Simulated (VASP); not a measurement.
# MgO (rock salt) (Fm-3m) in VASP: notebook

The runs below take MgO (rock salt) through single point, with LDA.

Everything below comes from runs of VASP 6.6.1. Logs are shortened: lines on timing, memory, paths and dates and some standing lists are left out, and cuts for length are marked.

### Step 1. The cell of the first run

The structure is cubic, space group Fm-3m (No. 225). The conventional cell has a = 3.470 Å, b = 3.470 Å, c = 3.470 Å, α = 90.00°, β = 90.00°, γ = 90.00°. Mg (site symmetry m-3m) has 6 O at 1.74 Å within 2.3 Å. O (site symmetry m-3m) has 6 Mg at 1.74 Å within 2.3 Å.

### Step 2. Single point, LDA (volume scaled by 0.56)

Input file INCAR:

```
SYSTEM = MgO
PREC = Accurate
ENCUT = 600
EDIFF = 1E-6
ISMEAR = 0
SIGMA = 0.01
LREAL = .FALSE.
LASPH = .TRUE.
NELM = 120
ALGO = Normal
ISIF = 2
LWAVE = .FALSE.
LCHARG = .FALSE.
GGA = CA
NBANDS = 11
GGA_COMPAT = .FALSE.
```

Input file KPOINTS:

```
regular mesh
0
G
  10 10 10
  0 0 0
```

Input file POSCAR:

```
MgO
1.0
    0.0000000000      1.7350611112      1.7350611112
    1.7350611112      0.0000000000      1.7350611112
    1.7350611112      1.7350611112      0.0000000000
Mg O
1 1
Direct
    0.0000000000      0.0000000000      0.0000000000
    0.5000000000      0.5000000000      0.5000000000
```

Potentials or basis: VASP PAW LDA potentials, release 64 (Mg, O).

Run with:

```
$ cat potpaw_LDA.64/Mg/POTCAR potpaw_LDA.64/O/POTCAR > POTCAR
$ mpirun -np 1 vasp_std > vasp.out
```

OUTCAR:

```text
SYSTEM = MgO
   PREC = Accurate
   ENCUT = 600
   EDIFF = 1E-6
   ISMEAR = 0
   LREAL = .FALSE.
   LASPH = .TRUE.
   NELM = 120
   ISIF = 2
   GGA = CA

 ion  position               nearest neighbor table
   1  0.000  0.000  0.000-   2 1.74   2 1.74   2 1.74   2 1.74   2 1.74   2 1.74
   2  0.500  0.500  0.500-   1 1.74   1 1.74   1 1.74   1 1.74   1 1.74   1 1.74

  LATTYP: Found a face centered cubic cell.
 ALAT       =     3.4701222224

  Lattice vectors:

 A1 = (   0.0000000000,   1.7350611112,   1.7350611112)
 A2 = (   1.7350611112,   0.0000000000,   1.7350611112)
 A3 = (   1.7350611112,   1.7350611112,   0.0000000000)

Analysis of symmetry for initial positions (statically):
=====================================================================
 Subroutine PRICEL returns:
 Original cell was already a primitive cell.

 Routine SETGRP: Setting up the symmetry group for a
 face centered cubic supercell.

 Subroutine GETGRP returns: Found 48 space group operations
 (whereof 48 operations were pure point group operations)
 out of a pool of 48 trial point group operations.

The static configuration has the point symmetry O_h .

Analysis of symmetry for dynamics (positions and initial velocities):
=====================================================================
 Subroutine PRICEL returns:
 Original cell was already a primitive cell.

 Routine SETGRP: Setting up the symmetry group for a
 face centered cubic supercell.

 Subroutine GETGRP returns: Found 48 space group operations
 (whereof 48 operations were pure point group operations)
 out of a pool of 48 trial point group operations.

The dynamic configuration has the point symmetry O_h .

 Subroutine INISYM returns: Found 48 space group operations
 (whereof 48 operations are pure point group operations),
 and found     1 'primitive' translations

----------------------------------------------------------------------------------------

                                     Primitive cell

  volume of cell :      10.4466

  direct lattice vectors                    reciprocal lattice vectors
     0.000000000  1.735061111  1.735061111    -0.288174288  0.288174288  0.288174288
     1.735061111  0.000000000  1.735061111     0.288174288 -0.288174288  0.288174288
     1.735061111  1.735061111  0.000000000     0.288174288  0.288174288 -0.288174288

  length of vectors
     2.453746955  2.453746955  2.453746955     0.499132508  0.499132508  0.499132508

  position of ions in fractional coordinates (direct lattice)
     0.000000000  0.000000000  0.000000000
     0.500000000  0.500000000  0.500000000

  ion indices of the primitive-cell ions
   primitive index   ion index
                 1           1
                 2           2

----------------------------------------------------------------------------------------

 KPOINTS: regular mesh

Automatic generation of k-mesh.
 Grid dimensions read from file:
 generate k-points for:   10   10   10

 Generating k-lattice:

  Cartesian coordinates                     Fractional coordinates (reciprocal lattice)
    -0.028817429  0.028817429  0.028817429     0.100000000  0.000000000  0.000000000
     0.028817429 -0.028817429  0.028817429     0.000000000  0.100000000  0.000000000
     0.028817429  0.028817429 -0.028817429     0.000000000  0.000000000  0.100000000

  Length of vectors
     0.049913251  0.049913251  0.049913251

  Shift w.r.t. Gamma in fractional coordinates (k-lattice)
     0.000000000  0.000000000  0.000000000

 Subroutine IBZKPT returns following result:
 ===========================================

 Found     47 irreducible k-points:

 Following reciprocal coordinates:
            Coordinates               Weight
  0.000000  0.000000  0.000000      1.000000
  0.100000  0.000000  0.000000      8.000000
  0.200000  0.000000  0.000000      8.000000
  0.300000  0.000000  0.000000      8.000000
  0.400000  0.000000  0.000000      8.000000
  0.500000  0.000000  0.000000      4.000000
[... 16 lines left out ...]
  0.300000  0.300000  0.000000      6.000000
  0.400000  0.300000  0.000000     24.000000
 [... further k-points ...]
   k-points           NKPTS =     47   k-points in BZ     NKDIM =     47   number of bands    NBANDS=     11
   number of dos      NEDOS =    301   number of ions     NIONS =      2
   total plane-waves  NPLWV =   8000
   dimension x,y,z NGX =    20 NGY =   20 NGZ =   20
   dimension x,y,z NGXF=    40 NGYF=   40 NGZF=   40
   ions per type =               1   1
   NGX,Y,Z   is equivalent  to a cutoff of  13.55, 13.55, 13.55 a.u.
   NGXF,Y,Z  is equivalent  to a cutoff of  27.10, 27.10, 27.10 a.u.
 SYSTEM =  MgO
   PREC   = accura    normal or accurate (medium, high low for compatibility)
   ISTART =      0    job   : 0-new  1-cont  2-samecut
   ICHARG =      2    charge: 1-file 2-atom 10-const
   ISPIN  =      1    spin polarized calculation?
   LNONCOLLINEAR =      F non collinear calculations
   LSORBIT =      F    spin-orbit coupling
   LASPH  =      T    aspherical Exc in radial PAW
   ENCUT  =  600.0 eV  44.10 Ry    6.64 a.u.   4.90  4.90  4.90*2*pi/ulx,y,z
   NELM   =    120;   NELMIN=  2; NELMDL= -5     # of ELM steps
   EDIFF  = 0.1E-05   stopping-criterion for ELM
   LREAL  =      F    real-space projection
   EDIFFG = 0.1E-04   stopping-criterion for IOM
   NSW    =      0    number of steps for IOM
   IBRION =     -1    ionic relax: 0-MD 1-quasi-New 2-CG
   NFREE  =      0    steps in history (QN), initial steepest desc. (CG)
   ISIF   =      2    stress and relaxation
   ISYM   =      2    0-nonsym 1-usesym 2-fastsym
   POTIM  = 0.5000    time-step for ionic-motion
   TEBEG  =    0.0;   TEEND  =   0.0 temperature during run
   PSTRESS=    0.0 pullay stress
   NELECT =       8.0000    total number of electrons
   NUPDOWN=      -1.0000    fix difference up-down
   EMIN   =  10.00;   EMAX   =-10.00  energy-range for DOS
   EFERMI =   0.00;   METHOD = LEGACY
   ISMEAR =     0;   SIGMA  =   0.01  broadening in eV -4-tet -1-fermi 0-gaus
   EFERMI_NEDOS =   21; number of points for ismear=-14 and -15
   IALGO  =     38    algorithm
   IMIX   =      4    mixing-type and parameters
     AMIX     =   0.40;   BMIX     =  1.00
     AMIX_MAG =   1.60;   BMIX_MAG =  1.00
  volume/ion in A,a.u.               =       5.22        35.25
  Fermi-wavevector in a.u.,A,eV,Ry     =   1.497775  2.830385 30.522377  2.243331
  Thomas-Fermi vector in A             =   2.609620
   LORBIT       =      0    0 simple, 1 ext, 2 COOP (PROOUT), +10 PAW based schemes
   GGA     = CA    functional components
   LHFCALC =     F    Hartree Fock is set to
   AEXX    =    0.0000 exact exchange contribution
   IVDW    =     0    specifies the selected vdW correction
   LEPSILON=     F    determine dielectric tensor
   LRPA    =     F    only Hartree local field effects (RPA)
 non-spin polarized calculation
 Gauss-broadening in eV      SIGMA  =   0.01
  energy-cutoff  :      600.00
  volume of cell :       10.45
 maximum number of plane-waves:       360
   NGX =  9   NGY =  9   NGZ =  9

 number of electron       8.0000001 magnetization

 Free energy of the ion-electron system (eV)
  ---------------------------------------------------
  ext. energy  EPLUGINS =         0.00000000
  ---------------------------------------------------
  free energy    TOTEN  =        -9.19782809 eV

  energy without entropy =       -9.19782809  energy(sigma->0) =       -9.19782809

 E-fermi :   9.1513     XC(G=0): -14.6853

 val. band max:        9.0115741805   @ k =   0.0000   0.0000   0.0000
 cond. band min:      17.5956879917   @ k =   0.5000   0.5000   0.0000
 fundamental gap:      8.5841138112
 Fermi energy:         9.1512584936

 k-point     1 :       0.0000    0.0000    0.0000
  band No.  band energies     occupation
      1     -12.1005      2.00000
      2       9.0116      2.00000
      3       9.0116      2.00000
      4       9.0116      2.00000
      5      21.7832      0.00000
      6      27.4382      0.00000
      7      27.4382      0.00000
      8      27.4382      0.00000
      9      33.3088      0.00000
     10      35.8926      0.00000
     11      35.8926      0.00000

 k-point     2 :       0.1000    0.0000    0.0000
  band No.  band energies     occupation
      1     -11.8472      2.00000
      2       8.1681      2.00000
      3       8.8178      2.00000
      4       8.8178      2.00000
      5      22.2770      0.00000
      6      26.0272      0.00000
      7      27.9341      0.00000
      8      27.9341      0.00000
      9      35.8343      0.00000
     10      35.8343      0.00000
     11      36.0314      0.00000

 k-point     3 :       0.2000    0.0000    0.0000
  band No.  band energies     occupation
      1     -11.1281      2.00000
      2       6.1338      2.00000
      3       8.3386      2.00000
      4       8.3386      2.00000
      5      22.5093      0.00000
      6      25.4069      0.00000
      7      29.2208      0.00000
      8      29.2208      0.00000
      9      35.8861      0.00000
     10      35.8861      0.00000
     11      40.6295      0.00000

 k-point     4 :       0.3000    0.0000    0.0000
  band No.  band energies     occupation
      1     -10.0825      2.00000
      2       3.7607      2.00000
      3       7.7935      2.00000
      4       7.7935      2.00000
      5      21.7051      0.00000
      6      26.7811      0.00000
      7      30.6846      0.00000
      8      30.6846      0.00000
      9      36.5760      0.00000
     10      36.5760      0.00000
     11      41.9798      0.00000
[... 239 lines left out ...]
 k-point    22 :      -0.2000    0.2000    0.0000
  band No.  band energies     occupation
      1      -9.8055      2.00000
      2       4.1156      2.00000
      3       6.3808      2.00000
      4       7.6929      2.00000
      5      23.7051      0.00000
      6      24.5039      0.00000
      7      31.3671      0.00000
      8      31.4150      0.00000
      9      34.8577      0.00000
     10      37.6486      0.00000
     11      45.5578      0.00000

 k-point    23 :       0.3000    0.3000    0.0000
  band No.  band energies     occupation
      1      -9.6886      2.00000
      2       3.8712      2.00000
      3       7.3097      2.00000
      4       7.3097      2.00000
      5      19.5356      0.00000
      6      25.8017      0.00000
      7      30.9860      0.00000
      8      34.4565      0.00000
      9      34.4565      0.00000
     10      39.8612      0.00000
     11      49.2395      0.00000

 k-point    24 :       0.4000    0.3000    0.0000
  band No.  band energies     occupation
      1      -9.0380      2.00000
      2       3.0415      2.00000
      3       6.5974      2.00000
      4       7.0332      2.00000
      5      19.3692      0.00000
      6      26.5775      0.00000
      7      29.9552      0.00000
      8      35.6250      0.00000
      9      36.0433      0.00000
     10      41.4350      0.00000
     11      48.9888      0.00000

 [... further k-points ...]

------------------------ aborting loop because EDIFF is reached ----------------------------------------

  FORCE on cell =-STRESS in cart. coord.  units (eV):
  Direction    XX          YY          ZZ          XY          YZ          ZX
  --------------------------------------------------------------------------------------
  -------------------------------------------------------------------------------------
  Total       19.2639951     19.2639951     19.2639951      0.0000000     -0.0000000      0.0000000
  in kB     2954.4906436   2954.4906436   2954.4906436      0.0000000     -0.0000000      0.0000000
  external PRESSURE =    2954.4906436 kB  Pullay stress =       0.0000000 kB

 VOLUME and BASIS-vectors are now :
 -----------------------------------------------------------------------------
  energy-cutoff  :      600.00
  volume of cell :       10.45
      direct lattice vectors                 reciprocal lattice vectors
     0.000000000  1.735061111  1.735061111    -0.288174288  0.288174288  0.288174288
     1.735061111  0.000000000  1.735061111     0.288174288 -0.288174288  0.288174288
     1.735061111  1.735061111  0.000000000     0.288174288  0.288174288 -0.288174288

 POSITION                                       TOTAL-FORCE (eV/Angst)
 -----------------------------------------------------------------------------------
      0.00000      0.00000      0.00000         0.000000     -0.000000     -0.000000
      1.73506      1.73506      1.73506        -0.000000      0.000000      0.000000
 -----------------------------------------------------------------------------------
    total drift:                                0.000000      0.000000      0.000000

  FREE ENERGIE OF THE ION-ELECTRON SYSTEM (eV)
  ---------------------------------------------------
  free  energy   TOTEN  =        -9.1978280922 eV

  energy  without entropy=       -9.1978280922  energy(sigma->0) =       -9.19782809
```

Run time: 4.2 s. Hardware: 1 thread of Intel Xeon Platinum 8488C (Sapphire Rapids), shared host; peak memory 0.12 GiB.

What came out:

```yaml
Free_energy: -9.1978 eV
Pressure: 295.4 GPa
Band_gap_on_the_k_mesh: 8.58 eV, indirect (least direct gap 10.91 eV)
```

 A k mesh can miss the band edges.

[end of part 1 of 2]
